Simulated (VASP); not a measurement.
A run of VASP 6.6.1:

Contents of INCAR:

```
ALGO = Normal
EDIFF = 1E-6
ENCUT = 1340
GGA = PS
GGA_COMPAT = F
ISIF = 2
ISMEAR = -1
LASPH = T
LCHARG = T
LELF = T
LREAL = F
LVHAR = T
LWAVE = F
NBANDS = 28
NELM = 120
PREC = Accurate
SIGMA = 0.02
```

Contents of KPOINTS:

```
k-points
0
Gamma
  6 6 6
```

POSCAR

```
BaTiO3
1.0
    3.9496744853      0.0000000000      0.0000000000
    0.0000000000      2.8285937929      2.8389848126
    0.0000000000     -2.8285937929      2.8389848126
Ba Ti O
1 1 3
Direct
    0.0000000000      0.0070645427      0.0070645427
    0.5000000000      0.5198990379      0.5198990379
    0.0000000000      0.4914239827      0.4914239827
    0.5000000000      0.4937231267      0.9847693101
    0.5000000000      0.9847693101      0.4937231267
```

Potentials or basis: VASP PAW PBE potentials, release 64 (Ba_sv, Ti_sv, O_h).

The run is started by

```bash
$ cat potpaw_PBE.64/Ba_sv/POTCAR potpaw_PBE.64/Ti_sv/POTCAR potpaw_PBE.64/O_h/POTCAR > POTCAR
$ mpirun -np 1 vasp_std > vasp.out
```

Hardware: 1 thread of Intel(R) Xeon(R) Platinum 8259CL CPU @ 2.50GHz (Skylake/Cascade Lake), on a shared host.

Problem. How long does it take, and how much memory?

Solution. Wall time 4.7 min on 1 thread of Intel(R) Xeon(R) Platinum 8259CL CPU @ 2.50GHz (Skylake/Cascade Lake) (shared host), peak memory 0.59 GiB. Counts: scf iterations 16, k points 52.
